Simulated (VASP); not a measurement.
Runs of VASP 6.6.1 on SnH5. The structure is that of space group I4/mmm (No. 139), or close to it. The cells are those of the table. 

| task | cell | k mesh | cutoff (eV) | gap on the mesh (eV) | pressure (GPa) | largest force (eV/Å) |
| --- | --- | --- | --- | --- | --- | --- |
| relaxation of cell and atoms | relaxed from a = 5.034 Å, angles 131.0, 131.0, 71.9°, 6 atoms | 6 × 6 × 6 | 600 | none | 0.4 | 0.03 |
| single point | a = 4.110 Å, angles 110.2, 110.2, 108.1°, 6 atoms | 12 × 12 × 12 | 520 | none | -0.2 | - |
| single point | a = 4.122 Å, angles 112.7, 112.7, 103.2°, 6 atoms | 6 × 6 × 6 | 520 | none | -0.2 | 0.01 |
| single point | a = 5.034 Å, angles 131.0, 131.0, 71.9°, 6 atoms | 6 × 6 × 6 | 520 | none | 7.8 | (a) |

Alike in all rows: level PBE; potentials or basis VASP PAW PBE potentials, release 64 (Sn_d, H); no spin polarisation; smearing gaussian 0.1 eV.

Question: Fill in the values left out.

Answer: (a) 3.37.

Caveats: spin-orbit coupling is left out, which moves the levels of the heavy elements; forces of over 1 eV/Å act on the atoms, so gaps and moduli don't describe the material at rest (some runs).

A k mesh can miss the band edges, and the runs leave out spin-orbit coupling on Sn.

A gap of «none» marks levels without a gap at the run's occupations.
